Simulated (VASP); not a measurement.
Write the native input for VASP 6.6.1 that does the following.

```
Task                   : single point
Functional             : LDA
Potentials or basis    : VASP PAW LDA potentials, release 64 (Si, C)
Cutoff                 : 520 eV
k mesh                 : 8 × 8 × 4
Occupations            : gaussian, width 0.01 eV
Spin                   : no spin polarisation
Dipole correction      : no
Further INCAR settings : ALGO = Normal; EDIFF = 1e-06; NBANDS = 16
```

The structure of SiC lies in POSCAR:

```
SiC
1.0
    3.0257982415      0.0000000000      0.0000000000
   -1.5128991208      2.6204181439      0.0000000000
    0.0000000000      0.0000000000      5.0460089950
Si C
2 2
Direct
    0.3333333333      0.6666666667      0.0045956273
    0.6666666667      0.3333333333      0.5045956273
    0.3333333333      0.6666666667      0.3804043727
    0.6666666667      0.3333333333      0.8804043727
```

This cell differs from its parent crystal: in-plane strain -0.01.

One way to write it, as run:

INCAR

```
PREC = Accurate
ENCUT = 520
EDIFF = 1E-6
ISMEAR = 0
SIGMA = 0.01
LREAL = F
LASPH = T
NELM = 80
ALGO = Normal
ISIF = 2
LWAVE = F
LCHARG = F
NBANDS = 16
```

KPOINTS

```
Automatic mesh
0
Gamma
  8 8 4
```

Potentials or basis: VASP PAW LDA potentials, release 64 (Si, C).

Launch:

```bash
$ cat potpaw_LDA.64/Si/POTCAR potpaw_LDA.64/C/POTCAR > POTCAR
$ mpirun -np 1 vasp_std > vasp.out
```

Results of the run:

```
Pressure               : 3.9 GPa
Largest force          : 0.168 eV/Å
Band gap on the k mesh : 2.30 eV, indirect (least direct gap 4.09 eV)
```

Caveat: the cell differs from its parent crystal (in-plane strain -0.01).

It took 20 s on 1 thread of AMD EPYC 7R43 64-Core Processor (Zen 3), with other jobs on the host, peak memory 0.11 GiB.
